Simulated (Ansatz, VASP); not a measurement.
# One calculation of SiC, two programs

```
Si C
1.0
     0.00000    2.00008    2.00008
     2.00008    0.00000    2.00008
     2.00008    2.00008    0.00000
Si C
1 1
Direct
  0.00000 0.00000 0.00000
  0.75000 0.75000 0.75000
```

Change from the starting cell: strain -0.080 along x and y, -0.080 along z, atoms carried along.

Alike in both runs: task single point; functional PBEsol; k mesh 12 × 12 × 12; occupations gaussian, width 0.05 eV; no spin polarisation.

|  | VASP | Ansatz |
| --- | --- | --- |
| version | VASP 6.6.1 | Ansatz 0.2.0 |
| potentials or method | VASP PAW PBE potentials, release 64 (Si, C), cutoff 520 eV | scalar-relativistic, plane waves, PAW |
| valence electrons in the cell | 8 | 8 |

|  | VASP | Ansatz | Ansatz less VASP |
| --- | --- | --- | --- |
| gap on the k mesh at the Fermi level (eV) | 0.96 | 0.97 | +0.014 |
| least direct gap on the mesh (eV) | 4.65 | 4.67 | +0.020 |
| pressure (GPa) | 92.8 | 92.2 | -0.63 |

VASP's potentials were made for PBE, not for PBEsol. Both programs put the cell under a high pressure, so it lies far from rest at this level.

Noted on VASP's run: the cell as given lies far from equilibrium.
